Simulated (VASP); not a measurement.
Input of a VASP 6.6.1 run:

Contents of INCAR:

```
SYSTEM = ZnS
PREC     = Accurate       ! precision mode
ENCUT    = 520            ! plane-wave cutoff, eV
EDIFF    = 1E-6           ! SCF threshold, eV
ISMEAR   = 0              ! smearing method
SIGMA    = 0.01           ! smearing width, eV
LREAL    = .FALSE.        ! projectors in reciprocal space
LASPH    = .TRUE.         ! aspherical terms in the spheres
NELM     = 60             ! most SCF steps
ALGO     = Normal         ! electronic algorithm
ISIF     = 2              ! what is computed and relaxed
LWAVE    = .FALSE.        ! write WAVECAR
LCHARG   = .TRUE.         ! write CHGCAR
GGA      = CA             ! functional
LELF     = .TRUE.         ! ELF
LVHAR    = .TRUE.       
NBANDS   = 16             ! bands
```

Contents of KPOINTS:

```
Automatic mesh
0
G
  8 8 8
  0 0 0
```

POSCAR

```
ZnS
1.0
    2.5361130451      2.5361130451      0.0000000000
   -2.5361130451      2.5361130451      0.0000000000
    0.0000000000      2.5361130451      2.5361130451
Zn S
1 1
Direct
    0.7500000000      0.2500000000      0.5000000000
    0.0000000000      0.0000000000      0.0000000000
```

Potentials or basis: VASP PAW LDA potentials, release 64 (Zn, S).

Command:

```sh
$ cat potpaw_LDA.64/Zn/POTCAR potpaw_LDA.64/S/POTCAR > POTCAR
$ mpirun -np 1 vasp_std > vasp.out
```

Problem. What does it give for the pressure?

Solution. 15.4 GPa.

Problem. What does it give for the band gap on the k mesh?

Solution. 2.72 eV, indirect (least direct gap 2.78 eV).

A k mesh can miss the band edges. As with any semilocal functional, this LDA gap is likely too small.
